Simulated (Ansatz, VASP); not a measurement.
**Two plane-wave programs on Mg**

File INCAR:

```
SYSTEM = Mg
ALGO = Normal
EDIFF = 1E-6
ENCUT = 520
GGA = PE
ISIF = 2
ISMEAR = 0
LASPH = .TRUE.
LCHARG = .TRUE.
LELF = .TRUE.
LREAL = .FALSE.
LVHAR = .TRUE.
LWAVE = .FALSE.
NBANDS = 9
NELM = 60
PREC = Accurate
SIGMA = 0.1
```

File KPOINTS:

```
k-points
0
G
  12 12 7
  0 0 0
```

Contents of POSCAR:

```
Mg
1.0
    3.2088450500      0.0000000000      0.0000000000
   -1.6044225250      2.7789413301      0.0000000000
    0.0000000000      0.0000000000      5.1459161596
Mg
2
Direct
    0.3333333333      0.6666666667      0.2500000000
    0.6666666667      0.3333333333      0.7500000000
```

Input for Ansatz:

```yaml
crystal:
  lattice:
    - [3.20884505, 0.0, 0.0]
    - [-1.604422525, 2.7789413301, 0.0]
    - [0.0, 0.0, 5.1459161596]
  atoms:
    - { symbol: Mg, position: [0.3333333333, 0.6666666667, 0.25] }
    - { symbol: Mg, position: [0.6666666667, 0.3333333333, 0.75] }
basis:
  ecutwfc: 420
kpoints:
  mp_grid: { grid: [12, 12, 7] }
hamiltonian:
  xc: pbe
scf:
  occupations: { method: gaussian, width: 0.1 }
output:
  forces: true
  stress: true
  eigenvalues: true
```

Alike in both runs: task single point; functional PBE; k mesh 12 × 12 × 7; occupations gaussian, width 0.1 eV; no spin polarisation.

```csv
,VASP,Ansatz
version,VASP 6.6.1,Ansatz 0.2.0
potentials or method,"VASP PAW PBE potentials, release 64 (Mg), cutoff 520 eV","scalar-relativistic, plane waves, PAW"
valence electrons in the cell,4,20
```

VASP gave:

* gap on the k mesh at the Fermi level (eV): none
* pressure (GPa): -0.2
* traceless stress, the component that is largest in VASP (GPa): -0.18

Q: What did Ansatz give for the same quantities?

A: gap on the k mesh at the Fermi level (eV): none; pressure (GPa): 0.0; traceless stress, the component that is largest in VASP (GPa): -0.18.

A gap of «none» marks a metal or a gap that the smearing closes. VASP's potentials hold 4 valence electrons a cell and Ansatz's 20, so a difference there can come from the potentials and not from the codes.
